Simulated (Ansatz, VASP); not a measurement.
**Two plane-wave programs on Ti**

```
Ti
1.0
     0.00000    1.86760    2.11120
     1.86760    0.00000    2.11120
     1.86760    1.86760    0.00000
Ti
1
Direct
  0.00000 0.00000 0.00000
```

Change from the starting cell: strain -0.080 along x and y, +0.040 along z, atoms carried along.

Alike in both runs: task single point; functional r2SCAN; k mesh 20 × 20 × 20; occupations gaussian, width 0.15 eV; no spin polarisation.

```csv
,VASP,Ansatz
version,VASP 6.6.1,Ansatz 0.2.0
potentials or method,"VASP PAW PBE potentials, release 64 (Ti_sv), cutoff 520 eV","scalar-relativistic, plane waves, PAW"
valence electrons in the cell,12,12
```

Ansatz gave:

- gap on the k mesh at the Fermi level (eV): none
- pressure (GPa): 23.3
- traceless stress, the component that is largest in VASP (GPa): -1.27

Question: Estimate VASP's values.

Answer: gap on the k mesh at the Fermi level (eV): none; pressure (GPa): 24.0; traceless stress, the component that is largest in VASP (GPa): -1.37.

VASP's potentials were made for PBE, not for r2SCAN. A gap of «none» marks a metal or a gap that the smearing closes.
